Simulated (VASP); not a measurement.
Input of a VASP 6.6.1 run:

File INCAR:

```
PREC = Accurate ; ENCUT = 520
EDIFF = 1E-6 ; ISMEAR = 0
SIGMA = 0.02 ; LREAL = False
LASPH = True ; NELM = 150
ALGO = Normal ; ISIF = 2
LWAVE = False ; LCHARG = False
ISPIN = 2 ; MAGMOM = 0 0 0 0 0 0 0.17 0.17 0.17 0.19 0.19 0.19 1.59
LORBIT = 11 ; GGA = PE
NBANDS = 72
```

KPOINTS

```
regular mesh
0
Gamma
  3 3 3
```

Contents of POSCAR:

```
Ga6N7
1.0
    0.0000000000      0.0000000000      5.2431684095
    4.8275562239     -2.7871908853      0.0000000000
   -0.0000000001      5.5743817708      0.0000000000
Ga N
6 7
Direct
    0.5089874655      0.3335863790      0.3635213730
    0.4293480247     -0.0000391502      0.6854341948
    0.5090795854      0.6664595607      1.0298781549
    0.9926152650     -0.0000557218      0.3102677147
    1.0249115764      0.6312373919      0.7037862254
    1.0249874847      0.3693581012      1.0730896768
    0.8765507115      0.3518631211      0.3711072849
    0.7973674835     -0.0010812924      0.6015546422
    0.8766010628      0.6481890329      1.0188734461
    0.3586629025     -0.0000364574      0.3380420401
    0.3912206971      0.6517129691      0.6954963988
    0.3914346898      0.3483095633      1.0437774949
   -0.0089007250      0.0005191032     -0.2348483140
```

Potentials or basis: VASP PAW PBE potentials, release 64 (Ga_d, N).

Command:

```console
$ cat potpaw_PBE.64/Ga_d/POTCAR potpaw_PBE.64/N/POTCAR > POTCAR
$ mpirun -np 1 vasp_std > vasp.out
```

Predict the site moments.

Ga +0.00, -0.00, +0.05; N +0.02, +0.41, +0.00, +0.03, +0.15 μB.

What does it give for the pressure?

15.5 GPa.

Predict the net moment.

1.00 μB per cell.

Stress tensor (GPa, compression positive):
```
12.69  0.06  0.00
 0.06 21.56  3.03
 0.00  3.03 12.32
```

Caveat: the k points lie up to 0.43 Å⁻¹ apart.
